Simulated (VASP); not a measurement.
# Sr: electric field gradients with LDA

Crystal: Sr.

```
Sr
1.0
     4.31000    0.00000    0.00000
    -2.15500    3.73257    0.00000
     0.00000    0.00000    7.05000
Sr
2
Direct
  0.33333 0.66667 0.25000
  0.66667 0.33333 0.75000
```

This isn't the form of Sr at room conditions, which is fcc.

```json
{
 "Program": "VASP 6.6.1",
 "Task": "electric field gradients",
 "Functional": "LDA",
 "Potentials or basis": "VASP PAW LDA potentials, release 64 (Sr_sv)",
 "Cutoff": "520 eV",
 "k mesh": "10 × 10 × 5",
 "Occupations": "fermi-dirac, width 0.08 eV",
 "Spin": "no spin polarisation",
 "Dipole correction": "no",
 "Further INCAR settings": "ALGO = Normal; EDIFF = 1e-08; NBANDS = 17"
}
```

```json
{
  "Pressure": "-1.6 GPa",
  "Band gap on the k mesh": "zero (bands 10 and 11 overlap by 0.12 eV)",
  "Largest electric field gradient by atom": "Sr -2.6 V/Å²"
}
```

Levels at points of the mesh, in eV from the Fermi level:
| k point | band 8 | band 9 | band 10 | band 11 | band 12 | band 13 |
| --- | --- | --- | --- | --- | --- | --- |
| (0.00, 0.00, 0.00) | -18.51 | -3.62 | -1.17 | 0.08 | 2.16 | 2.18 |
| (0.50, 0.00, 0.00) | -18.53 | -1.15 | -0.53 | 0.08 | 0.23 | 1.26 |

Electric field gradients, principal values (V/Å²):
```tsv
atom	least	middle	greatest (by size)
1 Sr	1.281	1.281	-2.561
2 Sr	1.281	1.281	-2.561
```

Run time: 2 min on 1 thread of Oxide Virtual Turin-like Processor (shared host), peak memory 0.18 GiB.

Caveat: without QUAD_EFG the Cq values of the log hold for a quadrupole moment of 1 mb, not for the nuclei.
